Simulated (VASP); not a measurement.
A run of VASP 6.6.1:

INCAR

```
PREC = Accurate ; ENCUT = 500
EDIFF = 1E-6 ; ISMEAR = 0
SIGMA = 0.01 ; LREAL = False
LASPH = True ; NELM = 120
ALGO = Normal ; ISIF = 2
LWAVE = False ; LCHARG = False
GGA = PS ; ISYM = 0
NBANDS = 11 ; GGA_COMPAT = False
```

Contents of KPOINTS:

```
Automatic mesh
0
Gamma
  6 6 6
```

POSCAR

```
NaH
1.0
    0.0000000000      2.3975116422      2.3975116422
    2.3975116422      0.0000000000      2.3975116422
    2.3975116422      2.3975116422      0.0000000000
Na H
1 1
Direct
    0.0000000000      0.0000000000      0.0000000000
    0.5000000000      0.5000000000      0.5000000000
```

Potentials or basis: VASP PAW PBE potentials, release 64 (Na_pv, H).

Run with:

```bash
$ cat potpaw_PBE.64/Na_pv/POTCAR potpaw_PBE.64/H/POTCAR > POTCAR
$ mpirun -np 1 vasp_std > vasp.out
```

Hardware: 1 thread of AMD EPYC 7R43 64-Core Processor (Zen 3) (shared host).

Problem. How long does it take, and how much memory?

Solution. It took 44 s on 1 thread of AMD EPYC 7R43 64-Core Processor (Zen 3), with other jobs on the host, peak memory 0.13 GiB. Counts: scf iterations 11, k points 112.
